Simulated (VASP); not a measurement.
# Mg3Zn5O8 (P1) in VASP: a series of runs

The runs below take Mg3Zn5O8 through single point, with PBEsol.

Program: VASP 6.6.1. These are calculated values, not measurements. Logs are shortened: lines on timing, memory, paths and dates and some standing lists are left out, and cuts for length are marked.

### 1 The cell of the first run

The typed cell holds 96 atoms: a = 9.772 Å, b = 11.284 Å, c = 10.285 Å, α = 90.00°, β = 90.00°, γ = 90.00°.

### 2 Single point, PBEsol

File INCAR:

```
SYSTEM = Mg3Zn5O8
ALGO = Normal ; EDIFF = 1E-6
ENCUT = 700 ; GGA = PS
GGA_COMPAT = .False. ; ISIF = 2
ISMEAR = -1 ; ISYM = -1
KPAR = 1 ; LASPH = .True.
LCHARG = .False. ; LREAL = Auto
LWAVE = .False. ; NBANDS = 396
NELM = 120 ; PREC = Accurate
SIGMA = 0.05
```

File KPOINTS:

```
explicit points
1
Reciprocal
  0.25000000   0.25000000   0.25000000 1
```

File POSCAR:

```
Mg3Zn5O8
1.0
    9.7718700000      0.0000000000      0.0000000000
    0.0000000000     11.2835830000      0.0000000000
    0.0000000000      0.0000000000     10.2848690000
Mg Zn O
18 30 48
Direct
    0.1633290000      0.0818270000      0.2461590000
    0.4999060000      0.0805270000      0.7478280000
    0.1685580000      0.5834130000      0.7455620000
    0.6661980000      0.3324970000      0.2493100000
    0.8325400000      0.5822660000      0.2501650000
    0.1636850000      0.4158490000      0.4960780000
    0.1660120000      0.4152910000      0.9960240000
    0.0016330000      0.6671400000      0.9992770000
    0.6682930000      0.1659750000      0.9995900000
    0.4985110000      0.4154840000      0.9990790000
    0.3347600000      0.6659890000      0.4944270000
    0.3343400000      0.6659870000      0.9976930000
    0.8302950000      0.4184440000      0.4970970000
    0.8349850000      0.4183660000      0.9964680000
    0.6676710000      0.6662280000      0.4978660000
    0.4960720000      0.9162030000      0.9986960000
    0.8324190000      0.9187770000      0.4977190000
    0.8352640000      0.9163700000      0.9944550000
    0.1646520000      0.0850590000      0.7458980000
    0.0034070000      0.3323920000      0.2469100000
    0.9983210000      0.3336000000      0.7465470000
    0.4984280000      0.0817990000      0.2486970000
    0.3301420000      0.3332890000      0.2490510000
    0.3317930000      0.3313010000      0.7479360000
    0.1650870000      0.5833450000      0.2457150000
    0.9986710000      0.8338540000      0.2477090000
    0.9993130000      0.8324170000      0.7461540000
    0.8317510000      0.0877680000      0.2469420000
    0.8334240000      0.0860900000      0.7484670000
    0.6663970000      0.3324050000      0.7487080000
    0.5004800000      0.5832160000      0.2476380000
    0.5000840000      0.5842640000      0.7463910000
    0.3344760000      0.8319810000      0.2483540000
    0.3352250000      0.8343430000      0.7460550000
    0.8328130000      0.5847260000      0.7452100000
    0.6694080000      0.8334430000      0.2496930000
    0.6640090000      0.8333290000      0.7459870000
    0.9986390000      0.1661630000      0.4975330000
    0.9972910000      0.1697490000      0.9975690000
    0.3338580000      0.1662820000      0.4961940000
    0.3300760000      0.1671350000      0.9958400000
    0.9983240000      0.6673880000      0.4987680000
    0.6679670000      0.1653330000      0.4981110000
    0.5005430000      0.4163620000      0.4945360000
    0.1684920000      0.9178270000      0.4954270000
    0.1662040000      0.9156420000      0.9953340000
    0.6629590000      0.6659300000      0.9975090000
    0.5008840000      0.9151040000      0.4972610000
    0.9980790000      0.1677290000      0.1928130000
    0.9965980000      0.1656030000      0.6919730000
    0.3316570000      0.1653540000      0.1942290000
    0.3356750000      0.1678380000      0.6931530000
    0.1669000000      0.4168200000      0.1921330000
    0.1687410000      0.4170810000      0.6869280000
    0.0012440000      0.6627800000      0.1897470000
    0.9971620000      0.6679150000      0.6939330000
    0.6670710000      0.1628290000      0.1900750000
    0.6663560000      0.1665410000      0.6892370000
    0.5004650000      0.4176040000      0.1904830000
    0.4999580000      0.4145880000      0.6884860000
    0.3342220000      0.6641070000      0.1914690000
    0.3358060000      0.6649700000      0.6884780000
    0.1668720000      0.9190390000      0.1892930000
    0.1686900000      0.9185200000      0.6912210000
    0.8361740000      0.4186360000      0.1909180000
    0.8313420000      0.4155450000      0.6896420000
    0.6651430000      0.6684600000      0.1894530000
    0.6680260000      0.6650880000      0.6947850000
    0.4984070000      0.9181330000      0.1892440000
    0.5039360000      0.9132010000      0.6859830000
    0.8358320000      0.9161920000      0.1904550000
    0.8330490000      0.9162770000      0.6891130000
    0.1696410000      0.0828580000      0.4398540000
    0.1624310000      0.0848600000      0.9407200000
    0.0030680000      0.3331900000      0.4386860000
    0.0037360000      0.3303730000      0.9429070000
    0.4967480000      0.0850010000      0.4404620000
    0.5000590000      0.0809570000      0.9396030000
    0.3349950000      0.3324450000      0.4382640000
    0.3327840000      0.3347880000      0.9413010000
    0.1647990000      0.5814200000      0.4373500000
    0.1638890000      0.5826940000      0.9424960000
    0.0040990000      0.8332350000      0.4411170000
    0.9958970000      0.8345100000      0.9434000000
    0.8252300000      0.0833580000      0.4408330000
    0.8335810000      0.0838750000      0.9379670000
    0.6667710000      0.3350580000      0.4421050000
    0.6686850000      0.3331720000      0.9417070000
    0.4968910000      0.5837630000      0.4377940000
    0.5008050000      0.5814640000      0.9395450000
    0.3335220000      0.8338760000      0.4389740000
    0.3330560000      0.8335350000      0.9404940000
    0.8365720000      0.5824200000      0.4414100000
    0.8334030000      0.5825350000      0.9385830000
    0.6668790000      0.8350810000      0.4428300000
    0.6660410000      0.8371560000      0.9403880000
```

Potentials or basis: VASP PAW PBE potentials, release 64 (Mg, Zn, O).

The run is started by

```
$ cat potpaw_PBE.64/Mg/POTCAR potpaw_PBE.64/Zn/POTCAR potpaw_PBE.64/O/POTCAR > POTCAR
$ mpirun -np 4 vasp_std > vasp.out
```

OUTCAR:

```text
SYSTEM = Mg3Zn5O8
   EDIFF = 1E-6
   ENCUT = 700
   GGA = PS
   ISIF = 2
   ISMEAR = -1
   ISYM = -1
   LASPH = .True.
   LREAL = Auto
   NELM = 120
   PREC = Accurate

 ion  position               nearest neighbor table
   1  0.163  0.082  0.246-  63 1.93  49 1.96  51 1.97  73 1.99  45 3.16  39 3.19  46 3.19  38 3.19
                            41 3.20  40 3.21  26 3.23  20 3.23  28 3.24  23 3.27  22 3.27  33 3.28
   2  0.500  0.081  0.748-  52 1.97  78 1.97  58 1.99  70 1.99  16 3.18  48 3.18  43 3.20  41 3.20
                            40 3.20  34 3.21   9 3.22  37 3.22  29 3.26  24 3.27  30 3.27  19 3.28
   3  0.169  0.583  0.746-  62 1.97  54 1.97  56 2.00  82 2.03  42 3.18   6 3.19  11 3.19  12 3.20
                             7 3.20   8 3.22  32 3.24  27 3.26  24 3.26  34 3.27  21 3.27  35 3.28
   4  0.666  0.332  0.249-  59 1.98  87 1.98  57 2.01  65 2.02  44 3.14  13 3.16  43 3.18   9 3.18
                            10 3.19  28 3.20  14 3.23   5 3.25  31 3.26  22 3.27  23 3.28  20 3.30
   5  0.833  0.582  0.250-  65 1.94  93 1.97  55 1.98  67 2.00  13 3.14  15 3.16  42 3.18  14 3.20
                             8 3.21  47 3.22  31 3.24  25 3.25  36 3.25   4 3.25  26 3.27  20 3.28
   6  0.164  0.416  0.496-  75 1.92  81 1.96  54 1.96  79 2.01  20 3.15  23 3.16  21 3.18   3 3.19
                            25 3.19  24 3.21  38 3.25  13 3.26  42 3.27  40 3.27  11 3.28  44 3.29
   7  0.166  0.415  0.996-  76 1.93  80 1.95  82 1.97  53 2.02  24 3.17  20 3.17  21 3.18  25 3.19
                            23 3.19   3 3.20  39 3.22  41 3.23  14 3.23  10 3.25   8 3.26  12 3.27
   8  0.002  0.667  0.999-  82 1.94  55 1.96  84 1.97  94 2.00  25 3.14  26 3.17  27 3.20   5 3.21
                             3 3.22  35 3.23  46 3.23  14 3.25  18 3.25  12 3.25   7 3.26  47 3.31
   9  0.668  0.166  1.000-  57 1.96  86 1.97  88 1.98  78 2.00  28 3.13  29 3.18   4 3.18  30 3.19
[... 4 lines left out ...]
                             3 3.19  34 3.21  48 3.25  44 3.25  15 3.25  45 3.27   6 3.28  42 3.29
  12  0.334  0.666  0.998-  90 1.98  92 1.98  61 1.99  82 1.99  25 3.18  31 3.18  32 3.19  33 3.19
                             3 3.20  34 3.21  47 3.21  16 3.24  10 3.25   8 3.25  46 3.26   7 3.27
  13  0.830  0.418  0.497-  93 1.94  87 1.94  66 1.98  75 2.03   5 3.14   4 3.16  35 3.17  21 3.19
                            30 3.19  15 3.22  44 3.22  20 3.23  42 3.25   6 3.26  43 3.27  38 3.29
  14  0.835  0.418  0.996-  94 1.95  88 1.97  65 2.00  76 2.00  21 3.17  30 3.19  35 3.19   5 3.20
                            20 3.21  39 3.22   4 3.23   7 3.23   8 3.25  47 3.26   9 3.28  10 3.29
  15  0.668  0.666  0.498-  95 1.99  93 1.99  89 2.01  68 2.03  35 3.15   5 3.16  37 3.17  32 3.17
                            36 3.17  31 3.19  13 3.22  42 3.23  48 3.25  11 3.25  44 3.26  17 3.27
  16  0.496  0.916  0.999-  92 1.94  78 1.96  69 1.96  96 1.98  33 3.16  34 3.17   2 3.18  22 3.18
                            37 3.21  46 3.22  36 3.23  12 3.24  47 3.26  41 3.26   9 3.28  18 3.31
  17  0.832  0.919  0.498-  85 1.95  95 1.96  72 1.97  83 2.02  36 3.16  27 3.18  37 3.19  26 3.19
                            29 3.20  28 3.21  43 3.21  38 3.23  48 3.24  42 3.27  15 3.27  45 3.28
  18  0.835  0.916  0.994-  84 1.90  96 1.96  86 1.98  71 2.02  27 3.16  29 3.17  26 3.19  37 3.20
                            36 3.22  46 3.23  28 3.24   8 3.25   9 3.26  39 3.27  47 3.29  16 3.31
  19  0.165  0.085  0.746-  50 1.96  64 1.96  52 1.99  74 2.00   2 3.28
  20  0.003  0.332  0.247-  49 1.94  53 1.94  75 1.97  65 1.99   6 3.15   7 3.17  14 3.21  13 3.23
                             1 3.23   5 3.28   4 3.30
  21  0.998  0.334  0.747-  66 1.96  50 1.98  54 2.01  76 2.02  14 3.17   6 3.18   7 3.18  13 3.19
                             3 3.27
[... 369 lines left out ...]
   GGA     = PS    functional components
   LHFCALC =     F    Hartree Fock is set to
   AEXX    =    0.0000 exact exchange contribution
   IVDW    =     0    specifies the selected vdW correction
   LEPSILON=     F    determine dielectric tensor
   LRPA    =     F    only Hartree local field effects (RPA)
 non-spin polarized calculation
  energy-cutoff  :      700.00
  volume of cell :     1134.03
 maximum number of plane-waves:     47690
 NGX is ok and might be reduce to    84
   NGX = 43   NGY = 49   NGZ = 45

 number of electron     684.0000046 magnetization

 Free energy of the ion-electron system (eV)
  ---------------------------------------------------
  ext. energy  EPLUGINS =         0.00000000
  ---------------------------------------------------
  free energy    TOTEN  =      -512.14393691 eV

  energy without entropy =     -512.14393691  energy(sigma->0) =     -512.14393691

 E-fermi :   2.2880     XC(G=0): -10.7494

 val. band max:        1.0842441281   @ k =   0.2500   0.2500   0.2500
 cond. band min:       3.5143340962   @ k =   0.2500   0.2500   0.2500
 fundamental gap:      2.4300899681
 Fermi energy:         2.2879608029

 k-point     1 :       0.2500    0.2500    0.2500
  band No.  band energies     occupation
      1     -16.3242      2.00000
      2     -16.1836      2.00000
      3     -16.1283      2.00000
      4     -16.1082      2.00000
      5     -16.0305      2.00000
      6     -15.9748      2.00000
[... 346 lines left out ...]
    353       6.4854      0.00000
    354       6.6040      0.00000
 [bands above 354 left out]

------------------------ aborting loop because EDIFF is reached ----------------------------------------

  FORCE on cell =-STRESS in cart. coord.  units (eV):
  Direction    XX          YY          ZZ          XY          YZ          ZX
  --------------------------------------------------------------------------------------
  -------------------------------------------------------------------------------------
  Total        4.6634118      2.5537616      4.9215874     -1.4337471     -0.1540976      0.6769900
  in kB        6.5885656      3.6080078      6.9533215     -2.0256279     -0.2177123      0.9564656
  external PRESSURE =       5.7166316 kB  Pullay stress =       0.0000000 kB

 VOLUME and BASIS-vectors are now :
 -----------------------------------------------------------------------------
  energy-cutoff  :      700.00
  volume of cell :     1134.03
      direct lattice vectors                 reciprocal lattice vectors
     9.771870000  0.000000000  0.000000000     0.102334558  0.000000000  0.000000000
     0.000000000 11.283583000  0.000000000     0.000000000  0.088624331  0.000000000
     0.000000000  0.000000000 10.284869000     0.000000000  0.000000000  0.097230213

 POSITION                                       TOTAL-FORCE (eV/Angst)
 -----------------------------------------------------------------------------------
      1.59603      0.92330      2.53171         0.231085      0.269735      0.176381
      4.88502      0.90863      7.69131         0.063646      0.175474     -0.062979
      1.64713      6.58299      7.66801        -0.201513      0.006619      0.392247
      6.51000      3.75176      2.56412         0.081333     -0.131957     -0.051584
      8.13547      6.57005      2.57291         0.262166      0.307768     -0.255778
      1.59951      4.69227      5.10210         0.615650     -0.094580     -0.172141
[... 88 lines left out ...]
      6.51665      9.42271      4.55445         0.238614     -0.475733     -0.160218
      6.50847      9.44612      9.67177        -0.162997     -0.331579      0.031207
 -----------------------------------------------------------------------------------
    total drift:                                0.022910      0.013171     -0.001823

  FREE ENERGIE OF THE ION-ELECTRON SYSTEM (eV)
  ---------------------------------------------------
  free  energy   TOTEN  =      -512.1439369105 eV

  energy  without entropy=     -512.1439369103  energy(sigma->0) =     -512.14393691
```

Wall time 11 min (4 MPI ranks of Intel Xeon Platinum 8259CL at 2.50GHz (Skylake/Cascade Lake), shared host); peak memory 0.65 GiB.

What came out:

```
Free energy            : -512.1439 eV
Pressure               : 0.6 GPa
Largest force          : 1.124 eV/Å
Band gap on the k mesh : 2.43 eV
```

Forces on the atoms (eV/Å):
```
Mg   0.231  0.270  0.176
Mg   0.064  0.175 -0.063
Mg  -0.202  0.007  0.392
Mg   0.081 -0.132 -0.052
Mg   0.262  0.308 -0.256
Mg   0.616 -0.095 -0.172
Mg   0.152  0.144  0.302
Mg  -0.325  0.113 -0.268
Mg  -0.283 -0.056 -0.389
Mg   0.337 -0.009 -0.251
Mg  -0.524  0.115 -0.010
Mg  -0.191 -0.017 -0.046
Mg   0.568 -0.522  0.132
Mg  -0.003 -0.302 -0.025
Mg  -0.176  0.009  0.165
Mg   0.292  0.114 -0.014
Mg   0.299 -0.169 -0.024
Mg  -0.405  0.345  0.252
Zn   0.222  0.056  0.167
Zn  -0.345  0.215  0.100
Zn   0.227  0.040  0.185
Zn   0.011  0.153 -0.043
Zn   0.426 -0.079 -0.172
Zn   0.131  0.240  0.029
Zn   0.151  0.004  0.204
Zn   0.472 -0.359 -0.054
Zn   0.056  0.442  0.364
Zn   0.132 -0.539  0.181
Zn  -0.302 -0.418 -0.013
Zn  -0.125 -0.002  0.115
Zn  -0.053 -0.129 -0.075
Zn   0.129 -0.390  0.183
Zn  -0.187  0.124 -0.183
Zn  -0.078 -0.209  0.119
Zn  -0.027 -0.359  0.487
Zn  -0.329  0.301 -0.123
Zn   0.596 -0.232  0.484
Zn   0.013  0.008 -0.124
Zn  -0.081 -0.537  0.123
Zn  -0.135  0.295  0.335
Zn   0.369 -0.120  0.207
Zn   0.426 -0.019 -0.069
Zn  -0.678  0.530  0.087
Zn  -0.201 -0.033  0.178
Zn   0.073 -0.041  0.240
Zn  -0.156  0.083  0.035
Zn   0.413  0.296 -0.373
Zn  -0.220  0.309 -0.403
O    0.158 -0.211 -0.230
O    0.397  0.321 -0.435
O   -0.075  0.125 -0.484
O   -0.223 -0.462 -0.297
O    0.047 -0.024 -0.535
O   -0.378  0.048  0.228
O   -0.519  0.529  0.020
O    0.624 -0.268 -0.329
O   -0.368  0.651 -0.059
O   -0.203 -0.144  0.230
O    0.060 -0.299 -0.078
O   -0.051  0.249  0.120
O   -0.081  0.316 -0.289
O   -0.354  0.302 -0.157
O   -0.005 -0.527 -0.006
O   -0.134 -0.222 -0.117
O   -0.435 -0.311 -0.049
O    0.246  0.161 -0.072
O    0.341 -0.185  0.301
O   -0.259  0.231 -0.841
O    0.278 -0.425  0.118
O   -0.581  0.503  0.368
O   -0.278  0.289 -0.131
O    0.019  0.129  0.031
O   -0.601  0.161 -0.114
O    0.191 -0.175 -0.023
O   -0.728 -0.162  0.307
O   -0.453  0.744 -0.455
O    0.468 -0.366  0.158
O   -0.020  0.281 -0.008
O   -0.323  0.177  0.369
O    0.019 -0.113 -0.014
O    0.159  0.250  0.613
O    0.455 -0.034 -0.454
O   -0.559  0.147  0.017
O    0.651 -0.389 -0.425
O    1.096 -0.126 -0.219
O   -0.119 -0.090  0.419
O    0.115 -0.228 -0.397
O   -0.158 -0.052  0.315
O    0.681  0.083  0.366
O   -0.369  0.005  0.085
O    0.100 -0.200  0.181
O   -0.062 -0.295 -0.178
O   -0.652  0.218 -0.098
O    0.083  0.268  0.338
O    0.239 -0.476 -0.160
O   -0.163 -0.332  0.031
```

Stress tensor (GPa, compression positive):
```
 0.66 -0.20  0.10
-0.20  0.36 -0.02
 0.10 -0.02  0.70
```

Caveat: the PAW data sets were made with another functional, which shifts forces and pressure a little; a shifted mesh leaves out Γ, where band edges can lie. A k mesh can miss the band edges.

(Part 1 of 2 ends here.)
